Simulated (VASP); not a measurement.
HfRu, 2 atoms in the cell. The structure is cubic, space group Pm-3m (No. 221). The conventional cell has a = 3.231 Å, b = 3.231 Å, c = 3.231 Å, α = 90.00°, β = 90.00°, γ = 90.00°. Within 3.7 Å of Hf (site symmetry m-3m) lie 8 Ru at 2.80 Å and 6 Hf at 3.23 Å. Ru (site symmetry m-3m) has 8 Hf at 2.80 Å and 6 Ru at 3.23 Å within 3.7 Å. 

| Property | Result |
| --- | --- |
| Program | VASP 6.6.1 |
| Task | single point |
| Functional | r2SCAN |
| Potentials or basis | VASP PAW PBE potentials, release 64 (Hf_pv, Ru_pv) |
| Cutoff | 520 eV |
| k mesh | 14 × 14 × 14 |
| Occupations | gaussian, width 0.1 eV |
| Spin | no spin polarisation |
| Dipole correction | no |
| Further INCAR settings | ALGO = Normal; EDIFF = 1e-06; NBANDS = 19 |

Potentials or basis: VASP PAW PBE potentials, release 64 (Hf_pv, Ru_pv).

Launch:

```console
$ cat potpaw_PBE.64/Hf_pv/POTCAR potpaw_PBE.64/Ru_pv/POTCAR > POTCAR
$ cp INCAR.step1 INCAR
$ mpirun -np 1 vasp_std > vasp.out
$ cp INCAR.step2 INCAR
$ mpirun -np 1 vasp_std > vasp.out
```

Hardware: 1 thread of Intel(R) Xeon(R) 6975P-C (Granite Rapids) (shared host).

Question: How long does it take, and how much memory?

Answer: Wall time 64 s on 1 thread of Intel(R) Xeon(R) 6975P-C (Granite Rapids), with other jobs on the host, peak memory 0.2 GiB. Counts: k points 120.
